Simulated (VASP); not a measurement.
A run of VASP 6.6.1:

INCAR

```
  PREC = Accurate
  ENCUT = 600
  EDIFF = 1E-6
  ISMEAR = 0
  SIGMA = 0.1
  LREAL = F
  LASPH = T
  NELM = 100
  ALGO = Fast
  ISIF = 3
  LWAVE = F
  LCHARG = F
  GGA = PS
  IBRION = 2
  NSW = 70
  EDIFFG = -0.008
  PSTRESS = 250.0
```

KPOINTS

```
regular mesh
0
Gamma
  14 14 8
```

The input POSCAR:

```
K
1.0
    1.7520132590     -3.0063363671      0.0000000000
    1.7520132590      3.0063363671      0.0000000000
    0.0000000000      0.0000000000      5.6694874056
K
2
Direct
    0.8303488664      0.1696511336      0.2500000000
    0.1696511336      0.8303488664      0.7500000000
```

Potentials or basis: VASP PAW PBE potentials, release 64 (K_sv).

Run with:

```console
$ cat potpaw_PBE.64/K_sv/POTCAR > POTCAR
$ mpirun -np 1 vasp_std > vasp.out
```

Hardware: 1 thread of Intel(R) Xeon(R) 6975P-C (Granite Rapids) (shared host).

**Question.** How long does it take, and how much memory?

**Answer.** Wall time 22 min on 1 thread of Intel(R) Xeon(R) 6975P-C (Granite Rapids), with other jobs on the host, peak memory 0.39 GiB. Counts: scf iterations 124, k points 285, ion steps 12.
